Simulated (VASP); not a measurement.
# Cs (Fd-3m) in VASP: notebook

Cs is run at these levels: LDA; tasks: single point.

Everything below comes from runs of VASP 6.6.1. Logs are shortened: lines on timing, memory, paths and dates and some standing lists are left out, and cuts for length are marked.

### Step 1. The cell of the first run

Symmetry: Fd-3m, No. 227, cubic system. The conventional cell has a = 10.285 Å, b = 10.285 Å, c = 10.285 Å, α = 90.00°, β = 90.00°, γ = 90.00°. Cs (site symmetry -43m) has 4 Cs at 4.45 Å within 5.8 Å.

This isn't the form of Cs at room conditions, which is bcc.

### Step 2. Single point, LDA (136.00 Å³/atom)

Contents of INCAR:

```
SYSTEM = Cs
PREC = Accurate
ENCUT = 520
EDIFF = 1E-6
ISMEAR = -1
SIGMA = 0.08
LREAL = .FALSE.
LASPH = .TRUE.
NELM = 100
ALGO = Normal
ISIF = 2
LWAVE = .FALSE.
LCHARG = .FALSE.
NBANDS = 16
```

Contents of KPOINTS:

```
Automatic mesh
0
G
  7 7 7
  0 0 0
```

Contents of POSCAR:

```
Cs
1.0
    0.0000000000      5.1425242447      5.1425242447
    5.1425242447      0.0000000000      5.1425242447
    5.1425242447      5.1425242447      0.0000000000
Cs
2
Direct
   -0.1250000000     -0.1250000000     -0.1250000000
    0.1250000000      0.1250000000      0.1250000000
```

Potentials or basis: VASP PAW LDA potentials, release 64 (Cs_sv).

Launch:

```bash
$ cat potpaw_LDA.64/Cs_sv/POTCAR > POTCAR
$ mpirun -np 1 vasp_std > vasp.out
```

OUTCAR:

```text
SYSTEM = Cs
   PREC = Accurate
   ENCUT = 520
   EDIFF = 1E-6
   ISMEAR = -1
   LREAL = .FALSE.
   LASPH = .TRUE.
   NELM = 100
   ISIF = 2

 ion  position               nearest neighbor table
   1  0.875  0.875  0.875-
   2  0.125  0.125  0.125-

  LATTYP: Found a face centered cubic cell.
 ALAT       =    10.2850484894

  Lattice vectors:

 A1 = (   0.0000000000,   5.1425242447,   5.1425242447)
 A2 = (   5.1425242447,   0.0000000000,   5.1425242447)
 A3 = (   5.1425242447,   5.1425242447,   0.0000000000)

Analysis of symmetry for initial positions (statically):
=====================================================================
 Subroutine PRICEL returns:
 Original cell was already a primitive cell.

 Routine SETGRP: Setting up the symmetry group for a
 face centered cubic supercell.

 Subroutine GETGRP returns: Found 48 space group operations
 (whereof 12 operations were pure point group operations)
 out of a pool of 48 trial point group operations.

The static configuration has the point symmetry D_3d.
 The point group associated with its full space group is O_h .

Analysis of symmetry for dynamics (positions and initial velocities):
=====================================================================
 Subroutine PRICEL returns:
 Original cell was already a primitive cell.

 Routine SETGRP: Setting up the symmetry group for a
 face centered cubic supercell.

 Subroutine GETGRP returns: Found 48 space group operations
 (whereof 12 operations were pure point group operations)
 out of a pool of 48 trial point group operations.

The dynamic configuration has the point symmetry D_3d.
 The point group associated with its full space group is O_h .

 Subroutine INISYM returns: Found 48 space group operations
 (whereof 12 operations are pure point group operations),
 and found     1 'primitive' translations

----------------------------------------------------------------------------------------

                                     Primitive cell

  volume of cell :     271.9938

  direct lattice vectors                    reciprocal lattice vectors
     0.000000000  5.142524245  5.142524245    -0.097228516  0.097228516  0.097228516
     5.142524245  0.000000000  5.142524245     0.097228516 -0.097228516  0.097228516
     5.142524245  5.142524245  0.000000000     0.097228516  0.097228516 -0.097228516

  length of vectors
     7.272627532  7.272627532  7.272627532     0.168404729  0.168404729  0.168404729

  position of ions in fractional coordinates (direct lattice)
     0.875000000  0.875000000  0.875000000
     0.125000000  0.125000000  0.125000000

  ion indices of the primitive-cell ions
   primitive index   ion index
                 1           1
                 2           2

----------------------------------------------------------------------------------------

 KPOINTS: Automatic mesh

Automatic generation of k-mesh.
 Grid dimensions read from file:
 generate k-points for:    7    7    7

 Generating k-lattice:

  Cartesian coordinates                     Fractional coordinates (reciprocal lattice)
    -0.013889788  0.013889788  0.013889788     0.142857143  0.000000000  0.000000000
     0.013889788 -0.013889788  0.013889788     0.000000000  0.142857143  0.000000000
     0.013889788  0.013889788 -0.013889788     0.000000000  0.000000000  0.142857143

  Length of vectors
     0.024057818  0.024057818  0.024057818

  Shift w.r.t. Gamma in fractional coordinates (k-lattice)
     0.000000000  0.000000000  0.000000000

 Subroutine IBZKPT returns following result:
 ===========================================

 Found     20 irreducible k-points:

 Following reciprocal coordinates:
            Coordinates               Weight
  0.000000  0.000000  0.000000      1.000000
  0.142857  0.000000  0.000000      8.000000
  0.285714  0.000000  0.000000      8.000000
  0.428571  0.000000  0.000000      8.000000
  0.142857  0.142857  0.000000      6.000000
  0.285714  0.142857  0.000000     24.000000
[... 12 lines left out ...]
 -0.428571  0.428571  0.142857     24.000000
 -0.285714  0.428571  0.142857     24.000000
   k-points           NKPTS =     20   k-points in BZ     NKDIM =     20   number of bands    NBANDS=     16
   number of dos      NEDOS =    301   number of ions     NIONS =      2
   total plane-waves  NPLWV = 157464
   dimension x,y,z NGX =    54 NGY =   54 NGZ =   54
   dimension x,y,z NGXF=   108 NGYF=  108 NGZF=  108
   ions per type =               2
   NGX,Y,Z   is equivalent  to a cutoff of  12.34, 12.34, 12.34 a.u.
   NGXF,Y,Z  is equivalent  to a cutoff of  24.69, 24.69, 24.69 a.u.
 SYSTEM =  Cs
   PREC   = accura    normal or accurate (medium, high low for compatibility)
   ISTART =      0    job   : 0-new  1-cont  2-samecut
   ICHARG =      2    charge: 1-file 2-atom 10-const
   ISPIN  =      1    spin polarized calculation?
   LNONCOLLINEAR =      F non collinear calculations
   LSORBIT =      F    spin-orbit coupling
   LASPH  =      T    aspherical Exc in radial PAW
   ENCUT  =  520.0 eV  38.22 Ry    6.18 a.u.  13.52 13.52 13.52*2*pi/ulx,y,z
   NELM   =    100;   NELMIN=  2; NELMDL= -5     # of ELM steps
   EDIFF  = 0.1E-05   stopping-criterion for ELM
   LREAL  =      F    real-space projection
   EDIFFG = 0.1E-04   stopping-criterion for IOM
   NSW    =      0    number of steps for IOM
   IBRION =     -1    ionic relax: 0-MD 1-quasi-New 2-CG
   NFREE  =      0    steps in history (QN), initial steepest desc. (CG)
   ISIF   =      2    stress and relaxation
   ISYM   =      2    0-nonsym 1-usesym 2-fastsym
   POTIM  = 0.5000    time-step for ionic-motion
   TEBEG  =    0.0;   TEEND  =   0.0 temperature during run
   PSTRESS=    0.0 pullay stress
   NELECT =      18.0000    total number of electrons
   NUPDOWN=      -1.0000    fix difference up-down
   EMIN   =  10.00;   EMAX   =-10.00  energy-range for DOS
   EFERMI =   0.00;   METHOD = LEGACY
   ISMEAR =    -1;   SIGMA  =   0.08  broadening in eV -4-tet -1-fermi 0-gaus
   EFERMI_NEDOS =   21; number of points for ismear=-14 and -15
   IALGO  =     38    algorithm
   IMIX   =      4    mixing-type and parameters
     AMIX     =   0.40;   BMIX     =  1.00
     AMIX_MAG =   1.60;   BMIX_MAG =  1.00
  volume/ion in A,a.u.               =     136.00       917.75
  Fermi-wavevector in a.u.,A,eV,Ry     =   0.662185  1.251348  5.966004  0.438489
  Thomas-Fermi vector in A             =   1.735176
   LORBIT       =      0    0 simple, 1 ext, 2 COOP (PROOUT), +10 PAW based schemes
   GGA     = CA    functional components
   LHFCALC =     F    Hartree Fock is set to
   AEXX    =    0.0000 exact exchange contribution
   IVDW    =     0    specifies the selected vdW correction
   LEPSILON=     F    determine dielectric tensor
   LRPA    =     F    only Hartree local field effects (RPA)
 non-spin polarized calculation
  energy-cutoff  :      520.00
  volume of cell :      271.99
 maximum number of plane-waves:      7391
 NGX is ok and might be reduce to    54
   NGX = 27   NGY = 27   NGZ = 27

 number of electron      18.0000000 magnetization

 Free energy of the ion-electron system (eV)
  ---------------------------------------------------
  ext. energy  EPLUGINS =         0.00000000
  ---------------------------------------------------
  free energy    TOTEN  =        -1.42018920 eV

  energy without entropy =       -1.37615960  energy(sigma->0) =       -1.39817440

 E-fermi :   0.0604     XC(G=0):  -5.0331

 val. band max:        0.0312476900   @ k =  -0.2857   0.4286   0.1429
 cond. band min:       0.1278718301   @ k =  -0.4286   0.4286   0.0000
 fundamental gap:      0.0966241402
 Fermi energy:         0.0604115240

 k-point     1 :       0.0000    0.0000    0.0000
  band No.  band energies     occupation
      1     -24.2620      2.00000
      2     -24.2042      2.00000
      3     -11.1598      2.00000
      4     -11.1598      2.00000
      5     -11.1598      2.00000
      6     -10.9293      2.00000
[... 8 lines left out ...]
     15       1.9467      0.00000
     16       1.9467      0.00000

 k-point     2 :       0.1429    0.0000    0.0000
  band No.  band energies     occupation
      1     -24.2599      2.00000
      2     -24.2063      2.00000
      3     -11.1652      2.00000
      4     -11.1652      2.00000
      5     -11.1596      2.00000
      6     -10.9309      2.00000
[... 8 lines left out ...]
     15       1.6329      0.00000
     16       1.9444      0.00000

 k-point     3 :       0.2857    0.0000    0.0000
  band No.  band energies     occupation
      1     -24.2544      2.00000
      2     -24.2118      2.00000
      3     -11.1764      2.00000
      4     -11.1764      2.00000
      5     -11.1593      2.00000
      6     -10.9340      2.00000
[... 8 lines left out ...]
     15       1.7090      0.00000
     16       2.0711      0.00000

 k-point     4 :       0.4286    0.0000    0.0000
  band No.  band energies     occupation
      1     -24.2486      2.00000
      2     -24.2176      2.00000
      3     -11.1848      2.00000
      4     -11.1848      2.00000
      5     -11.1593      2.00000
      6     -10.9361      2.00000
[... 8 lines left out ...]
     15       1.6642      0.00000
     16       2.3374      0.00000

 k-point     5 :       0.1429    0.1429    0.0000
  band No.  band energies     occupation
      1     -24.2591      2.00000
      2     -24.2070      2.00000
      3     -11.1714      2.00000
      4     -11.1714      2.00000
      5     -11.1492      2.00000
      6     -10.9419      2.00000
[... 8 lines left out ...]
     15       1.5623      0.00000
     16       1.9111      0.00000

 k-point     6 :       0.2857    0.1429    0.0000
  band No.  band energies     occupation
      1     -24.2546      2.00000
      2     -24.2116      2.00000
      3     -11.1838      2.00000
      4     -11.1828      2.00000
      5     -11.1401      2.00000
      6     -10.9528      2.00000
[... 8 lines left out ...]
     15       1.7086      0.00000
     16       1.9486      0.00000

 k-point     7 :       0.4286    0.1429    0.0000
  band No.  band energies     occupation
      1     -24.2484      2.00000
      2     -24.2179      2.00000
      3     -11.1970      2.00000
      4     -11.1905      2.00000
      5     -11.1339      2.00000
      6     -10.9604      2.00000
[... 8 lines left out ...]
     15       1.7439      0.00000
     16       2.1615      0.00000

 k-point     8 :      -0.4286    0.1429    0.0000
  band No.  band energies     occupation
      1     -24.2458      2.00000
      2     -24.2204      2.00000
      3     -11.2030      2.00000
      4     -11.1897      2.00000
      5     -11.1336      2.00000
      6     -10.9611      2.00000
[... 8 lines left out ...]
     15       1.7316      0.00000
     16       2.3066      0.00000

 k-point     9 :      -0.2857    0.1429    0.0000
  band No.  band energies     occupation
      1     -24.2505      2.00000
      2     -24.2157      2.00000
      3     -11.1973      2.00000
      4     -11.1807      2.00000
      5     -11.1405      2.00000
      6     -10.9531      2.00000
[... 8 lines left out ...]
     15       1.8038      0.00000
     16       2.0831      0.00000
[... 96 lines left out ...]
 k-point    15 :       0.4286    0.4286    0.0000
  band No.  band energies     occupation
      1     -24.2396      2.00000
      2     -24.2267      2.00000
      3     -11.2101      2.00000
      4     -11.2101      2.00000
      5     -11.0747      2.00000
      6     -11.0239      2.00000
[... 8 lines left out ...]
     15       1.8841      0.00000
     16       1.8841      0.00000

 k-point    16 :      -0.4286    0.4286    0.0000
  band No.  band energies     occupation
      1     -24.2346      2.00000
      2     -24.2317      2.00000
      3     -11.2150      2.00000
      4     -11.2097      2.00000
      5     -11.0595      2.00000
      6     -11.0384      2.00000
[... 8 lines left out ...]
     15       1.8909      0.00000
     16       1.9489      0.00000

 k-point    17 :       0.4286    0.2857    0.1429
  band No.  band energies     occupation
      1     -24.2494      2.00000
      2     -24.2169      2.00000
      3     -11.2013      2.00000
      4     -11.1898      2.00000
      5     -11.1226      2.00000
      6     -10.9719      2.00000
[... 8 lines left out ...]
     15       1.8242      0.00000
     16       1.9230      0.00000

 k-point    18 :      -0.4286    0.2857    0.1429
  band No.  band energies     occupation
      1     -24.2434      2.00000
      2     -24.2229      2.00000
      3     -11.2116      2.00000
      4     -11.1975      2.00000
      5     -11.1064      2.00000
      6     -10.9887      2.00000
[... 8 lines left out ...]
     15       1.8385      0.00000
     16       2.0890      0.00000

 k-point    19 :      -0.4286    0.4286    0.1429
  band No.  band energies     occupation
      1     -24.2389      2.00000
      2     -24.2273      2.00000
      3     -11.2129      2.00000
      4     -11.2086      2.00000
      5     -11.0754      2.00000
      6     -11.0214      2.00000
[... 8 lines left out ...]
     15       1.8437      0.00000
     16       1.9007      0.00000

 k-point    20 :      -0.2857    0.4286    0.1429
  band No.  band energies     occupation
      1     -24.2372      2.00000
      2     -24.2291      2.00000
      3     -11.2165      2.00000
      4     -11.2069      2.00000
      5     -11.0728      2.00000
      6     -11.0231      2.00000
[... 8 lines left out ...]
     15       1.8846      0.00000
     16       1.9115      0.00000

------------------------ aborting loop because EDIFF is reached ----------------------------------------

  FORCE on cell =-STRESS in cart. coord.  units (eV):
  Direction    XX          YY          ZZ          XY          YZ          ZX
  --------------------------------------------------------------------------------------
  -------------------------------------------------------------------------------------
  Total        0.2256387      0.2256387      0.2256387      0.0000000      0.0000000      0.0000000
  in kB        1.3291229      1.3291229      1.3291229      0.0000000      0.0000000      0.0000000
  external PRESSURE =       1.3291229 kB  Pullay stress =       0.0000000 kB

 VOLUME and BASIS-vectors are now :
 -----------------------------------------------------------------------------
  energy-cutoff  :      520.00
  volume of cell :      271.99
      direct lattice vectors                 reciprocal lattice vectors
     0.000000000  5.142524245  5.142524245    -0.097228516  0.097228516  0.097228516
     5.142524245  0.000000000  5.142524245     0.097228516 -0.097228516  0.097228516
     5.142524245  5.142524245  0.000000000     0.097228516  0.097228516 -0.097228516

 POSITION                                       TOTAL-FORCE (eV/Angst)
 -----------------------------------------------------------------------------------
      8.99942      8.99942      8.99942         0.000000     -0.000000     -0.000000
      1.28563      1.28563      1.28563        -0.000000      0.000000      0.000000
 -----------------------------------------------------------------------------------
    total drift:                               -0.000000     -0.000000     -0.000000

  FREE ENERGIE OF THE ION-ELECTRON SYSTEM (eV)
  ---------------------------------------------------
  free  energy   TOTEN  =        -1.4201891979 eV

  energy  without entropy=       -1.3761595963  energy(sigma->0) =       -1.39817440
```

Wall time 43 s (1 thread of Intel Xeon 6975P-C (Granite Rapids), shared host); peak memory 0.32 GiB.

What came out:

```yaml
Free_energy: -1.4202 eV
Pressure: 0.1 GPa
```

Caveat: spin-orbit coupling is left out, which moves the levels of the heavy elements.

[end of part 1 of 3]
